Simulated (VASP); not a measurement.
Wanted: the native input for a VASP 6.6.1 run.

```yaml
Task: single point
Functional: LDA
Potentials_or_basis: VASP PAW LDA potentials, release 64 (Al, Ni)
Cutoff: 520 eV
k_mesh: 12 × 12 × 12
Occupations: gaussian, width 0.05 eV
Spin: collinear spin, ferromagnetic start
Starting_moments: "[0.0, 0.26, 0.26, 0.26] μB"
Dipole_correction: no
Further_INCAR_settings: ALGO = Normal; EDIFF = 1e-06; NBANDS = 28
```

The structure of AlNi3 lies in POSCAR:

```
AlNi3
1.0
    3.4638991671      0.0000000000      0.0000000000
    0.0000000000      3.4638991671      0.0000000000
    0.0000000000      0.0000000000      3.4638991671
Al Ni
1 3
Direct
    0.0000000000      0.0000000000      0.0000000000
    0.0000000000      0.5000000000      0.5000000000
    0.5000000000      0.0000000000      0.5000000000
    0.5000000000      0.5000000000      0.0000000000
```

These files were run (other wordings do the same):

INCAR

```
SYSTEM = AlNi3
PREC = Accurate
ENCUT = 520
EDIFF = 1E-6
ISMEAR = 0
SIGMA = 0.05
LREAL = .FALSE.
LASPH = .TRUE.
NELM = 150
ALGO = Normal
ISIF = 2
LWAVE = .FALSE.
LCHARG = .FALSE.
ISPIN = 2
MAGMOM = 0 0.26 0.26 0.26
LORBIT = 11
LMAXMIX = 4
GGA = CA
NBANDS = 28
```

KPOINTS

```
regular mesh
0
G
  12 12 12
  0 0 0
```

Potentials or basis: VASP PAW LDA potentials, release 64 (Al, Ni).

Run with:

```bash
$ cat potpaw_LDA.64/Al/POTCAR potpaw_LDA.64/Ni/POTCAR > POTCAR
$ mpirun -np 1 vasp_std > vasp.out
```

It gave:

```
Pressure                                              : 3.4 GPa
Net moment                                            : 0.13 μB per cell
Site moments                                          : Al -0.00; Ni +0.05 μB
Valence electrons inside the program's atomic spheres : Al 0.85; Ni 9.57
```

Caveat: the cell stands under pressure.

Wall time 3.6 min on 1 thread of AMD EPYC 7R13, with other jobs on the host, peak memory 0.22 GiB.
